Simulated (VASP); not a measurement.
Set up this calculation in VASP 6.6.1, as the native input.

* Task: relaxation of cell and atoms
* Functional: PBEsol
* Potentials or basis: VASP PAW PBE potentials, release 64 (Si, Mo_sv)
* Cutoff: 600 eV
* k mesh: 11 × 11 × 11
* Occupations: fermi-dirac, width 0.05 eV
* Spin: no spin polarisation
* Dipole correction: no
* Further INCAR settings: ALGO = Normal; EDIFF = 1e-06; IBRION = 2; EDIFFG = -0.05; NSW = 80; ISIF = 3

The structure of Si2Mo lies in POSCAR:

```
Si2Mo
1.0
   -1.6000000000      1.6000000000      3.9305000000
    1.6000000000     -1.6000000000      3.9305000000
    1.6000000000      1.6000000000     -3.9305000000
Si Mo
2 1
Direct
    0.3330000000      0.3330000000      0.0000000000
    0.6670000000      0.6670000000      0.0000000000
    0.0000000000      0.0000000000      0.0000000000
```

These files were run (other wordings do the same):

INCAR

```
PREC = Accurate
ENCUT = 600
EDIFF = 1E-6
ISMEAR = -1
SIGMA = 0.05
LREAL = False
LASPH = True
NELM = 100
ALGO = Normal
ISIF = 3
LWAVE = False
LCHARG = False
GGA = PS
IBRION = 2
NSW = 80
EDIFFG = -0.05
```

KPOINTS

```
Automatic mesh
0
Gamma
  11 11 11
```

Potentials or basis: VASP PAW PBE potentials, release 64 (Si, Mo_sv).

The run is started by

```console
$ cat potpaw_PBE.64/Si/POTCAR potpaw_PBE.64/Mo_sv/POTCAR > POTCAR
$ mpirun -np 1 vasp_std > vasp.out
```

It gave:

| Item | Value |
| --- | --- |
| Relaxed volume | 13.29 Å³/atom |
| Relaxed cell | a = 4.516 Å, b = 4.516 Å, c = 4.516 Å, α = 138.60°, β = 138.60°, γ = 59.99° |
| Space group after relaxing (to 0.05 Å) | I4/mmm (No. 139) |
| Energy gained by relaxing | 2.8 meV/atom |
| Ionic steps | 4 |
| Pressure after relaxing | 0.0 GPa |
| Band gap on the k mesh | zero (band 11 reaches 12.81 eV, above the bottom of band 12 at 11.93 eV) |

Caveat: the PAW data sets were made with another functional, which shifts forces and pressure a little.

Run time: 7.7 min on 1 thread of Intel Xeon 8259CL, with other jobs on the host, peak memory 0.27 GiB.
